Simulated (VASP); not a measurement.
# LiF (P6_3mc) in VASP: notebook

LiF is run at these levels: PBE; tasks: single point.

Everything below comes from runs of VASP 6.6.1. Logs are shortened: lines on timing, memory, paths and dates and some standing lists are left out, and cuts for length are marked.

**1. The cell of the first run**

It takes space group P6_3mc (No. 186, hexagonal). The conventional cell has a = 3.109 Å, b = 3.109 Å, c = 4.954 Å, α = 90.00°, β = 90.00°, γ = 120.00°. Li (site symmetry 3m) has 4 F at 1.87 to 1.90 Å within 2.5 Å. Within 2.5 Å of F (site symmetry 3m) lie 4 Li at 1.87 to 1.90 Å.

**2. Single point, PBE (c/a of the conventional cell at fixed volume 1.5932)**

Input file INCAR:

```
  ALGO = Normal
  EDIFF = 1E-7
  ENCUT = 520
  GGA = PE
  ISIF = 2
  ISMEAR = 0
  LASPH = T
  LCHARG = F
  LREAL = F
  LWAVE = F
  NBANDS = 18
  NELM = 100
  PREC = Accurate
  SIGMA = 0.05
```

Input file KPOINTS:

```
k-points
0
Gamma
  9 9 6
```

Input file POSCAR:

```
LiF
1.0
    3.1094393350      0.0000000000      0.0000000000
   -1.5547196675      2.6928534557      0.0000000000
    0.0000000000      0.0000000000      4.9539587486
Li F
2 2
Direct
    0.3333333333      0.6666666667      0.3708711514
    0.6666666667      0.3333333333      0.8708711514
    0.3333333333      0.6666666667      0.9939266766
    0.6666666667      0.3333333333      0.4939266766
```

Potentials or basis: VASP PAW PBE potentials, release 64 (Li_sv, F).

Command:

```sh
$ cat potpaw_PBE.64/Li_sv/POTCAR potpaw_PBE.64/F/POTCAR > POTCAR
$ mpirun -np 1 vasp_std > vasp.out
```

OUTCAR:

```text
EDIFF = 1E-7
   ENCUT = 520
   GGA = PE
   ISIF = 2
   ISMEAR = 0
   LASPH = T
   LREAL = F
   NELM = 100
   PREC = Accurate

 ion  position               nearest neighbor table
   1  0.333  0.667  0.371-   3 1.87   4 1.90   4 1.90   4 1.90
   2  0.667  0.333  0.871-   4 1.87   3 1.90   3 1.90   3 1.90
   3  0.333  0.667  0.994-   1 1.87   2 1.90   2 1.90   2 1.90
   4  0.667  0.333  0.494-   2 1.87   1 1.90   1 1.90   1 1.90

  LATTYP: Found a hexagonal cell.
 ALAT       =     3.1094393350
 C/A-ratio  =     1.5932000000

  Lattice vectors:

 A1 = (   3.1094393350,   0.0000000000,   0.0000000000)
 A2 = (  -1.5547196675,   2.6928534557,   0.0000000000)
 A3 = (   0.0000000000,   0.0000000000,   4.9539587486)

Analysis of symmetry for initial positions (statically):
=====================================================================
 Subroutine PRICEL returns:
 Original cell was already a primitive cell.

 Routine SETGRP: Setting up the symmetry group for a
 hexagonal supercell.

 Subroutine GETGRP returns: Found 12 space group operations
 (whereof  6 operations were pure point group operations)
 out of a pool of 24 trial point group operations.

The static configuration has the point symmetry C_3v.
 The point group associated with its full space group is C_6v.

Analysis of symmetry for dynamics (positions and initial velocities):
=====================================================================
 Subroutine PRICEL returns:
 Original cell was already a primitive cell.

 Routine SETGRP: Setting up the symmetry group for a
 hexagonal supercell.

 Subroutine GETGRP returns: Found 12 space group operations
 (whereof  6 operations were pure point group operations)
 out of a pool of 24 trial point group operations.

The dynamic configuration has the point symmetry C_3v.
 The point group associated with its full space group is C_6v.

 Subroutine INISYM returns: Found 12 space group operations
 (whereof  6 operations are pure point group operations),
 and found     1 'primitive' translations

----------------------------------------------------------------------------------------

                                     Primitive cell

  volume of cell :      41.4808

  direct lattice vectors                    reciprocal lattice vectors
     3.109439335  0.000000000  0.000000000     0.321601386  0.185676647  0.000000000
    -1.554719667  2.692853456  0.000000000     0.000000000  0.371353294  0.000000000
     0.000000000  0.000000000  4.953958749     0.000000000  0.000000000  0.201858766

  length of vectors
     3.109439335  3.109439335  4.953958749     0.371353294  0.371353294  0.201858766

  position of ions in fractional coordinates (direct lattice)
     0.333333333  0.666666667  0.370871151
     0.666666667  0.333333333  0.870871151
     0.333333333  0.666666667  0.993926677
     0.666666667  0.333333333  0.493926677

  ion indices of the primitive-cell ions
   primitive index   ion index
                 1           1
                 2           2
                 3           3
                 4           4

----------------------------------------------------------------------------------------

 KPOINTS: k-points

Automatic generation of k-mesh.
 Grid dimensions read from file:
 generate k-points for:    9    9    6

 Generating k-lattice:

  Cartesian coordinates                     Fractional coordinates (reciprocal lattice)
     0.035733487  0.020630739  0.000000000     0.111111111  0.000000000  0.000000000
     0.000000000  0.041261477  0.000000000     0.000000000  0.111111111  0.000000000
     0.000000000  0.000000000  0.033643128     0.000000000  0.000000000  0.166666667

  Length of vectors
     0.041261477  0.041261477  0.033643128

  Shift w.r.t. Gamma in fractional coordinates (k-lattice)
     0.000000000  0.000000000  0.000000000

 Subroutine IBZKPT returns following result:
 ===========================================

 Found     48 irreducible k-points:

 Following reciprocal coordinates:
            Coordinates               Weight
  0.000000  0.000000  0.000000      1.000000
  0.111111 -0.000000  0.000000      6.000000
  0.222222  0.000000  0.000000      6.000000
  0.333333  0.000000  0.000000      6.000000
  0.444444  0.000000  0.000000      6.000000
  0.111111  0.111111  0.000000      6.000000
[... 16 lines left out ...]
  0.333333  0.222222  0.166667     24.000000
  0.333333  0.333333  0.166667      4.000000
 [... further k-points ...]
   k-points           NKPTS =     48   k-points in BZ     NKDIM =     48   number of bands    NBANDS=     18
   number of dos      NEDOS =    301   number of ions     NIONS =      4
   total plane-waves  NPLWV =  23040
   dimension x,y,z NGX =    24 NGY =   24 NGZ =   40
   dimension x,y,z NGXF=    48 NGYF=   48 NGZF=   80
   ions per type =               2   2
   NGX,Y,Z   is equivalent  to a cutoff of  12.83, 12.83, 13.42 a.u.
   NGXF,Y,Z  is equivalent  to a cutoff of  25.66, 25.66, 26.85 a.u.
 SYSTEM =  unknown system
   PREC   = accura    normal or accurate (medium, high low for compatibility)
   ISTART =      0    job   : 0-new  1-cont  2-samecut
   ICHARG =      2    charge: 1-file 2-atom 10-const
   ISPIN  =      1    spin polarized calculation?
   LNONCOLLINEAR =      F non collinear calculations
   LSORBIT =      F    spin-orbit coupling
   LASPH  =      T    aspherical Exc in radial PAW
   ENCUT  =  520.0 eV  38.22 Ry    6.18 a.u.   5.78  5.78  9.21*2*pi/ulx,y,z
   NELM   =    100;   NELMIN=  2; NELMDL= -5     # of ELM steps
   EDIFF  = 0.1E-06   stopping-criterion for ELM
   LREAL  =      F    real-space projection
   EDIFFG = 0.1E-05   stopping-criterion for IOM
   NSW    =      0    number of steps for IOM
   IBRION =     -1    ionic relax: 0-MD 1-quasi-New 2-CG
   NFREE  =      0    steps in history (QN), initial steepest desc. (CG)
   ISIF   =      2    stress and relaxation
   ISYM   =      2    0-nonsym 1-usesym 2-fastsym
   POTIM  = 0.5000    time-step for ionic-motion
   TEBEG  =    0.0;   TEEND  =   0.0 temperature during run
   PSTRESS=    0.0 pullay stress
   NELECT =      20.0000    total number of electrons
   NUPDOWN=      -1.0000    fix difference up-down
   EMIN   =  10.00;   EMAX   =-10.00  energy-range for DOS
   EFERMI =   0.00;   METHOD = LEGACY
   ISMEAR =     0;   SIGMA  =   0.05  broadening in eV -4-tet -1-fermi 0-gaus
   EFERMI_NEDOS =   21; number of points for ismear=-14 and -15
   IALGO  =     38    algorithm
   IMIX   =      4    mixing-type and parameters
     AMIX     =   0.40;   BMIX     =  1.00
     AMIX_MAG =   1.60;   BMIX_MAG =  1.00
  volume/ion in A,a.u.               =      10.37        69.98
  Fermi-wavevector in a.u.,A,eV,Ry     =   1.283716  2.425872 22.421420  1.647928
  Thomas-Fermi vector in A             =   2.415953
   LORBIT       =      0    0 simple, 1 ext, 2 COOP (PROOUT), +10 PAW based schemes
   GGA     = PE    functional components
   LHFCALC =     F    Hartree Fock is set to
   AEXX    =    0.0000 exact exchange contribution
   IVDW    =     0    specifies the selected vdW correction
   LEPSILON=     F    determine dielectric tensor
   LRPA    =     F    only Hartree local field effects (RPA)
 non-spin polarized calculation
 Gauss-broadening in eV      SIGMA  =   0.05
  energy-cutoff  :      520.00
  volume of cell :       41.48
 maximum number of plane-waves:      1134
 NGX is ok and might be reduce to    24
   NGX = 11   NGY = 11   NGZ = 19

 number of electron      19.9999968 magnetization

 Free energy of the ion-electron system (eV)
  ---------------------------------------------------
  ext. energy  EPLUGINS =         0.00000000
  ---------------------------------------------------
  free energy    TOTEN  =       -19.29640811 eV

  energy without entropy =      -19.29640811  energy(sigma->0) =      -19.29640811

 E-fermi :  -2.4139     XC(G=0):  -8.6415

 val. band max:       -2.7376945033   @ k =   0.0000   0.0000   0.0000
 cond. band min:       4.9165618647   @ k =   0.0000   0.0000   0.0000
 fundamental gap:      7.6542563680
 Fermi energy:        -2.4138609210

 k-point     1 :       0.0000    0.0000    0.0000
  band No.  band energies     occupation
      1     -43.2188      2.00000
      2     -43.1856      2.00000
      3     -22.0326      2.00000
      4     -21.8443      2.00000
      5      -4.6741      2.00000
      6      -3.0593      2.00000
[... 10 lines left out ...]
     17      16.7183      0.00000
     18      17.0529      0.00000

 k-point     2 :       0.1111   -0.0000    0.0000
  band No.  band energies     occupation
      1     -43.2158      2.00000
      2     -43.1844      2.00000
      3     -22.0165      2.00000
      4     -21.8378      2.00000
      5      -4.6169      2.00000
      6      -3.1941      2.00000
[... 10 lines left out ...]
     17      16.8368      0.00000
     18      17.1413      0.00000

 k-point     3 :       0.2222    0.0000    0.0000
  band No.  band energies     occupation
      1     -43.2077      2.00000
      2     -43.1814      2.00000
      3     -21.9733      2.00000
      4     -21.8228      2.00000
      5      -4.4734      2.00000
      6      -3.5670      2.00000
[... 10 lines left out ...]
     17      16.7724      0.00000
     18      17.0119      0.00000

 k-point     4 :       0.3333    0.0000    0.0000
  band No.  band energies     occupation
      1     -43.1978      2.00000
      2     -43.1788      2.00000
      3     -21.9181      2.00000
      4     -21.8111      2.00000
      5      -4.4093      2.00000
      6      -3.8660      2.00000
[... 10 lines left out ...]
     17      16.3760      0.00000
     18      17.3697      0.00000

 k-point     5 :       0.4444    0.0000    0.0000
  band No.  band energies     occupation
      1     -43.1903      2.00000
      2     -43.1782      2.00000
      3     -21.8740      2.00000
      4     -21.8108      2.00000
      5      -4.5598      2.00000
      6      -3.8782      2.00000
[... 10 lines left out ...]
     17      16.1034      0.00000
     18      17.6804      0.00000

 k-point     6 :       0.1111    0.1111    0.0000
  band No.  band energies     occupation
      1     -43.2102      2.00000
      2     -43.1822      2.00000
      3     -21.9869      2.00000
      4     -21.8272      2.00000
      5      -4.5124      2.00000
      6      -3.4328      2.00000
[... 10 lines left out ...]
     17      16.9641      0.00000
     18      17.4208      0.00000

 k-point     7 :       0.2222    0.1111    0.0000
  band No.  band energies     occupation
      1     -43.2012      2.00000
      2     -43.1795      2.00000
      3     -21.9373      2.00000
      4     -21.8136      2.00000
      5      -4.3618      2.00000
      6      -3.8764      2.00000
[... 10 lines left out ...]
     17      16.9214      0.00000
     18      17.3955      0.00000

 k-point     8 :       0.3333    0.1111    0.0000
  band No.  band energies     occupation
      1     -43.1922      2.00000
      2     -43.1781      2.00000
      3     -21.8862      2.00000
      4     -21.8084      2.00000
      5      -4.4461      2.00000
      6      -3.9736      2.00000
[... 10 lines left out ...]
     17      16.3464      0.00000
     18      17.6057      0.00000
[... 229 lines left out ...]
     17      16.7602      0.00000
     18      17.3520      0.00000

 k-point    20 :       0.3333    0.1111    0.1667
  band No.  band energies     occupation
      1     -43.1913      2.00000
      2     -43.1791      2.00000
      3     -21.8817      2.00000
      4     -21.8143      2.00000
      5      -4.4241      2.00000
      6      -3.9891      2.00000
[... 10 lines left out ...]
     17      16.3646      0.00000
     18      17.5993      0.00000

 k-point    21 :       0.4444    0.1111    0.1667
  band No.  band energies     occupation
      1     -43.1872      2.00000
      2     -43.1790      2.00000
      3     -21.8576      2.00000
      4     -21.8158      2.00000
      5      -4.5408      2.00000
      6      -3.9511      2.00000
[... 10 lines left out ...]
     17      16.1008      0.00000
     18      17.7575      0.00000

 k-point    22 :       0.2222    0.2222    0.1667
  band No.  band energies     occupation
      1     -43.1919      2.00000
      2     -43.1791      2.00000
      3     -21.8861      2.00000
      4     -21.8137      2.00000
      5      -4.2381      2.00000
      6      -4.1782      2.00000
[... 10 lines left out ...]
     17      16.7105      0.00000
     18      17.7975      0.00000

 k-point    23 :       0.3333    0.2222    0.1667
  band No.  band energies     occupation
      1     -43.1856      2.00000
      2     -43.1792      2.00000
      3     -21.8500      2.00000
      4     -21.8149      2.00000
      5      -4.4640      2.00000
      6      -3.9950      2.00000
[... 10 lines left out ...]
     17      16.1528      0.00000
     18      17.9646      0.00000

 k-point    24 :       0.3333    0.3333    0.1667
  band No.  band energies     occupation
      1     -43.1813      2.00000
      2     -43.1813      2.00000
      3     -21.8261      2.00000
      4     -21.8261      2.00000
      5      -4.4927      2.00000
      6      -3.8368      2.00000
[... 10 lines left out ...]
     17      15.5878      0.00000
     18      17.8717      0.00000

 [... further k-points ...]

------------------------ aborting loop because EDIFF is reached ----------------------------------------

  FORCE on cell =-STRESS in cart. coord.  units (eV):
  Direction    XX          YY          ZZ          XY          YZ          ZX
  --------------------------------------------------------------------------------------
  -------------------------------------------------------------------------------------
  Total       -0.0814590     -0.0814590      0.0658995     -0.0000000     -0.0000000      0.0000000
  in kB       -3.1463184     -3.1463184      2.5453395     -0.0000000     -0.0000000      0.0000000
  external PRESSURE =      -1.2490991 kB  Pullay stress =       0.0000000 kB

 VOLUME and BASIS-vectors are now :
 -----------------------------------------------------------------------------
  energy-cutoff  :      520.00
  volume of cell :       41.48
      direct lattice vectors                 reciprocal lattice vectors
     3.109439335  0.000000000  0.000000000     0.321601386  0.185676647  0.000000000
    -1.554719667  2.692853456  0.000000000     0.000000000  0.371353294  0.000000000
     0.000000000  0.000000000  4.953958749     0.000000000  0.000000000  0.201858766

 POSITION                                       TOTAL-FORCE (eV/Angst)
 -----------------------------------------------------------------------------------
     -0.00000      1.79524      1.83728        -0.000000      0.000000      0.100291
      1.55472      0.89762      4.31426         0.000000      0.000000      0.100291
     -0.00000      1.79524      4.92387        -0.000000      0.000000     -0.100291
      1.55472      0.89762      2.44689         0.000000      0.000000     -0.100291
 -----------------------------------------------------------------------------------
    total drift:                                0.000000      0.000000      0.002877

  FREE ENERGIE OF THE ION-ELECTRON SYSTEM (eV)
  ---------------------------------------------------
  free  energy   TOTEN  =       -19.2964081133 eV

  energy  without entropy=      -19.2964081133  energy(sigma->0) =      -19.29640811
```

It took 22 s on 1 thread of AMD EPYC 9R45 (Zen 5), shared host; peak memory 0.13 GiB.

What came out:

- Free energy: -19.2964 eV
- Largest force: 0.100 eV/Å
- Band gap on the k mesh: 7.65 eV, direct

Forces in eV/Å, atoms in the order of the input:
```
Li   0.000  0.000  0.100
Li   0.000  0.000  0.100
F    0.000  0.000 -0.100
F    0.000  0.000 -0.100
```

Caveat: the cutoff is under 1.25 times the usual one of these potentials, so pressure, stress and relaxed cells hold a basis-set (Pulay) error.

(Continued in part 2 of 2.)
